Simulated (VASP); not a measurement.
Crystal: CsRe2.

```
CELL_PARAMETERS angstrom
0.00000 3.11982 3.11982
3.11982 0.00000 3.11982
3.11982 3.11982 0.00000
ATOMIC_POSITIONS crystal
Cs 0.00000 0.00000 0.00000
Re 0.25000 0.25000 0.25000
Re 0.75000 0.75000 0.75000
```

- Program: VASP 6.6.1
- Task: relaxation of cell and atoms
- Functional: PBE
- Potentials or basis: VASP PAW PBE potentials, release 64 (Cs_sv, Re_sv_GW)
- Cutoff: 560 eV
- k mesh: 6 × 6 × 6
- Occupations: gaussian, width 0.1 eV
- Spin: no spin polarisation

At the start: pressure 3.8 GPa; volume 20.24 Å³/atom.

Question: Where does the relaxation end?

Answer: Over 3 steps the energy falls by 7.0 meV/atom and the volume is 20.87 Å³/atom (+3.1 %); space group Fm-3m (No. 225, to 0.1 Å) before and after.

The path:
```tsv
step	energy change (eV)	largest force (eV/Å)	pressure (GPa)	volume (Å³)
1	0.0000	0.0000	3.80	60.73
2	0.0107	0.0000	-3.97	65.05
3	-0.0211	0.0000	-0.03	62.60
```

Final structure:
```
Cs Re
1.0
     0.00000    3.15152    3.15152
     3.15152    0.00000    3.15152
     3.15152    3.15152    0.00000
Cs Re
1 2
Direct
  0.00000 0.00000 0.00000
  0.25000 0.25000 0.25000
  0.75000 0.75000 0.75000
```
